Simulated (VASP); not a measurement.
Write the native input for VASP 6.6.1 that does the following.

* Task: electric field gradients
* Functional: PBE
* Potentials or basis: VASP PAW PBE potentials, release 64 (Si, N)
* Cutoff: 520 eV
* k mesh: 4 × 4 × 10
* Occupations: fermi-dirac, width 0.02 eV
* Spin: no spin polarisation
* Dipole correction: no
* Further INCAR settings: ALGO = Normal; EDIFF = 1e-08; NBANDS = 45

The structure of Si3N4 lies in POSCAR:

```
Si3N4
1.0
    7.6015000000      0.0000000000      0.0000000000
   -3.8007500000      6.5830921069      0.0000000000
    0.0000000000      0.0000000000      2.9061000000
Si N
6 8
Direct
    0.7684770000      0.1745690000      0.2500000000
    0.5939080000      0.7684770000      0.7500000000
    0.8254310000      0.5939080000      0.2500000000
    0.2315230000      0.8254310000      0.7500000000
    0.4060920000      0.2315230000      0.2500000000
    0.1745690000      0.4060920000      0.7500000000
    0.0304900000      0.3302600000      0.2500000000
    0.7002300000      0.0304900000      0.7500000000
    0.6697400000      0.7002300000      0.2500000000
    0.9695100000      0.6697400000      0.7500000000
    0.2997700000      0.9695100000      0.2500000000
    0.3302600000      0.2997700000      0.7500000000
    0.6666666667      0.3333333333      0.2500000000
    0.3333333333      0.6666666667      0.7500000000
```

One way to write it, as run:

INCAR

```
SYSTEM = Si3N4
  PREC = Accurate
  ENCUT = 520
  EDIFF = 1E-8
  ISMEAR = -1
  SIGMA = 0.02
  LREAL = .False.
  LASPH = .True.
  NELM = 80
  ALGO = Normal
  ISIF = 2
  LWAVE = .False.
  LCHARG = .False.
  GGA = PE
  LEFG = .True.
  NBANDS = 45
```

KPOINTS

```
regular mesh
0
Gamma
  4 4 10
  0 0 0
```

Potentials or basis: VASP PAW PBE potentials, release 64 (Si, N).

Run with:

```console
$ cat potpaw_PBE.64/Si/POTCAR potpaw_PBE.64/N/POTCAR > POTCAR
$ mpirun -np 1 vasp_std > vasp.out
```

Results of the run:

```json
{
  "Pressure": "5.5 GPa",
  "Largest force": "0.045 eV/Å",
  "Band gap on the k mesh": "4.32 eV (least direct gap 4.52 eV)",
  "Largest electric field gradient by atom": "Si +9.5; N -46.6, -46.1 (each value once) V/Å²"
}
```

Caveat: the cell stands under pressure; without QUAD_EFG the Cq values of the log hold for a quadrupole moment of 1 mb, not for the nuclei.

Run time: 4.4 min on 1 thread of Intel(R) Xeon(R) Platinum 8488C (Sapphire Rapids), on a shared host, peak memory 0.31 GiB.
